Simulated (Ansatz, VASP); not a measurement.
One calculation of LiCl, two programs

```
Li Cl
1.0
     0.00000    2.51770    2.51770
     2.51770    0.00000    2.51770
     2.51770    2.51770    0.00000
Li Cl
1 1
Direct
  0.00000 0.00000 0.00000
  0.50000 0.50000 0.50000
```

Change from the starting cell: hydrostatic strain -1.5%.

Alike in both runs: task single point; functional PBE; k mesh 8 × 8 × 8; occupations fermi-dirac, width 0.02 eV; no spin polarisation.

|  | VASP | Ansatz |
| --- | --- | --- |
| version | VASP 6.6.1 | Ansatz 0.2.0 |
| potentials or method | VASP PAW PBE potentials, release 64 (Li_sv, Cl) | plane waves, PAW |
| plane-wave cutoff (eV) | 520 | 420 |
| valence electrons in the cell | 10 | 10 |

|  | VASP | Ansatz | Ansatz less VASP |
| --- | --- | --- | --- |
| gap on the k mesh at the Fermi level (eV) | 6.67 | 6.66 | -0.013 |

With one functional, cell and mesh, what is left measures potentials, basis and numerics.

Noted on VASP's run: the cutoff is short for stress, so the pressure is rough.
